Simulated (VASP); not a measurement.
Wanted: the native input for a VASP 6.6.1 run.

| Quantity | Value |
| --- | --- |
| Task | single point |
| Functional | r2SCAN |
| Potentials or basis | VASP PAW PBE potentials, release 64 (Si, C) |
| Cutoff | 520 eV |
| k mesh | 15 × 15 × 8 |
| Occupations | gaussian, width 0.01 eV |
| Spin | no spin polarisation |
| Dipole correction | no |
| Further INCAR settings | ALGO = Normal; EDIFF = 1e-06; NBANDS = 16 |

The system is SiC.

```
CELL_PARAMETERS angstrom
3.13696 0.00000 0.00000
-1.56848 2.71669 0.00000
0.00000 0.00000 4.93618
ATOMIC_POSITIONS crystal
Si 0.33333 0.66667 0.00000
Si 0.66667 0.33333 0.50000
C 0.33333 0.66667 0.50000
C 0.66667 0.33333 0.00000
```

One way to write it, as run:

POSCAR

```
SiC
1.0
    3.1369624651      0.0000000000      0.0000000000
   -1.5684812326      2.7166891855      0.0000000000
    0.0000000000      0.0000000000      4.9361753480
Si C
2 2
Direct
    0.3333333333      0.6666666667      0.0000000000
    0.6666666667      0.3333333333      0.5000000000
    0.3333333333      0.6666666667      0.5000000000
    0.6666666667      0.3333333333      1.0000000000
```

INCAR.step1

```
  ALGO = Normal
  EDIFF = 1E-4
  ENCUT = 520
  GGA = PE
  ISMEAR = 0
  LASPH = T
  LCHARG = F
  LREAL = F
  LWAVE = T
  NBANDS = 16
  NELM = 100
  PREC = Accurate
  SIGMA = 0.01
```

INCAR.step2

```
  ALGO = Normal
  EDIFF = 1E-6
  ENCUT = 520
  ISIF = 2
  ISMEAR = 0
  ISTART = 1
  LASPH = T
  LCHARG = F
  LMIXTAU = T
  LREAL = F
  LWAVE = F
  METAGGA = R2SCAN
  NBANDS = 16
  NELM = 100
  PREC = Accurate
  SIGMA = 0.01
```

KPOINTS

```
k-points
0
Gamma
  15 15 8
```

Potentials or basis: VASP PAW PBE potentials, release 64 (Si, C).

Launch:

```bash
$ cat potpaw_PBE.64/Si/POTCAR potpaw_PBE.64/C/POTCAR > POTCAR
$ cp INCAR.step1 INCAR
$ mpirun -np 1 vasp_std > vasp.out
$ cp INCAR.step2 INCAR
$ mpirun -np 1 vasp_std > vasp.out
```

It gave:

```
Pressure               : -0.2 GPa
Band gap on the k mesh : 0.15 eV (least direct gap 1.89 eV)
```

Caveat: the PAW data sets were made with another functional, which shifts forces and pressure a little; an odd mesh through Γ misses points on the zone boundary, where band edges can lie.

Wall time 110 s on 1 thread of Intel(R) Xeon(R) 6975P-C (Granite Rapids), with other jobs on the host, peak memory 0.21 GiB.
